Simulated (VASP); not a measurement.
KCl: single point with PBE

KCl:

```xyz
2
Lattice="0.0000 2.9745 2.9745 2.9745 0.0000 2.9745 2.9745 2.9745 0.0000" Properties=species:S:1:pos:R:3 pbc="T T T"
K     0.0000    0.0000    0.0000
Cl    2.9745    2.9745    2.9745
```

This cell differs from its parent crystal: Li replaced by K, lengths x 1.196, strained.

```
Program                : VASP 6.6.1
Task                   : single point
Functional             : PBE
Potentials or basis    : VASP PAW PBE potentials, release 64 (K_sv, Cl)
Cutoff                 : 500 eV
k mesh                 : 6 × 6 × 6
Occupations            : gaussian, width 0.1 eV
Spin                   : no spin polarisation
Dipole correction      : no
Further INCAR settings : ALGO = Normal; EDIFF = 1e-06; NBANDS = 15
```

```yaml
Pressure: 5.8 GPa
Band_gap_on_the_k_mesh: 5.83 eV
```

Levels at points of the mesh, in eV from the valence-band top:
```tsv
k point	band 5	band 6	band 7	band 8	band 9	band 10	band 11	band 12
(0.00, 0.00, 0.00)	-10.29	0.00	0.00	0.00	5.83	8.41	8.41	8.41
(0.50, 0.00, 0.00)	-9.92	-1.38	-0.49	-0.49	8.08	9.25	11.07	11.07
(0.50, 0.50, 0.00)	-10.40	-0.75	-0.25	-0.25	6.32	9.16	10.53	11.13
```

Wall time 9.7 s on 1 thread of Intel(R) Xeon(R) Platinum 8375C CPU @ 2.90GHz (Ice Lake) (shared host), peak memory 0.17 GiB.

Caveat: the cell differs from its parent crystal (Li replaced by K, lengths x 1.196, strained); the cell stands under pressure. A k mesh can miss the band edges.
